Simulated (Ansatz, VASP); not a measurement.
InGa3P4 in VASP and in Ansatz

The input INCAR:

```
PREC     = Accurate       # precision mode
ENCUT    = 600            # plane-wave cutoff, eV
EDIFF    = 1E-7           # SCF threshold, eV
ISMEAR   = 0              # smearing method
SIGMA    = 0.1            # smearing width, eV
LREAL    = False          # projectors in reciprocal space
LASPH    = True           # aspherical terms in the spheres
NELM     = 80             # most SCF steps
ALGO     = Normal         # electronic algorithm
ISIF     = 3              # what is computed and relaxed
LWAVE    = False          # write WAVECAR
LCHARG   = False          # write CHGCAR
GGA      = PE             # functional
IBRION   = 2              # ionic algorithm
NSW      = 90             # ionic steps
EDIFFG   = -0.04          # ionic threshold
```

File KPOINTS:

```
regular mesh
0
Gamma
  4 4 2
```

Contents of POSCAR:

```
InGa3P4
1.0
    3.8490441700      0.0000000000      0.0000000000
    0.0000000000      3.8490441700      0.0000000000
    0.0000000000      0.0000000000     10.8867409300
In Ga P
1 3 4
Direct
    0.5000000000      0.5000000000      0.0000000000
    0.0000000000      0.0000000000      0.7500000000
    0.0000000000      0.0000000000      0.2500000000
    0.5000000000      0.5000000000      0.5000000000
    0.5000000000      0.0000000000      0.8750000000
    0.0000000000      0.5000000000      0.1250000000
    0.5000000000      0.0000000000      0.3750000000
    0.0000000000      0.5000000000      0.6250000000
```

Input for Ansatz:

```yaml
crystal:
  lattice:
    - [3.84904417, 0.0, 0.0]
    - [0.0, 3.84904417, 0.0]
    - [0.0, 0.0, 10.88674093]
  atoms:
    - { symbol: In, position: [0.5, 0.5, 0.0] }
    - { symbol: Ga, position: [0.0, 0.0, 0.75] }
    - { symbol: Ga, position: [0.0, 0.0, 0.25] }
    - { symbol: Ga, position: [0.5, 0.5, 0.5] }
    - { symbol: P, position: [0.5, 0.0, 0.875] }
    - { symbol: P, position: [0.0, 0.5, 0.125] }
    - { symbol: P, position: [0.5, 0.0, 0.375] }
    - { symbol: P, position: [0.0, 0.5, 0.625] }
basis:
  ecutwfc: 420
kpoints:
  mp_grid: { grid: [4, 4, 2] }
hamiltonian:
  xc: pbe
scf:
  occupations: { method: gaussian, width: 0.1 }
  lower_state_search: "off"
output:
  forces: true
  stress: true
  eigenvalues: true
relax:
  adjacent_minimum: "off"
  f_tol: 0.04
  max_steps: 70
  cell: { stress_tol: 0.4 }
```

Alike in both runs: task relaxation of cell and atoms; functional PBE; k mesh 4 × 4 × 2; occupations gaussian, width 0.1 eV; no spin polarisation.

|  | VASP | Ansatz |
| --- | --- | --- |
| version | VASP 6.6.1 | Ansatz 0.2.0 |
| potentials or method | VASP PAW PBE potentials, release 64 (In_d, Ga_d, P), cutoff 600 eV | scalar-relativistic, plane waves, PAW |
| valence electrons in the cell | 72 | 72 |

|  | VASP | Ansatz | Ansatz less VASP |
| --- | --- | --- | --- |
| gap on the k mesh at the Fermi level, each at its own relaxed structure (eV) | 1.11 | 1.12 | +0.012 |
| relaxed volume (Å³/atom) | 22.22 | 22.19 | -0.029 |
| relaxed length of the cell vector where the two differ most in proportion (Å) | 3.984 | 3.982 | -0.0019 |
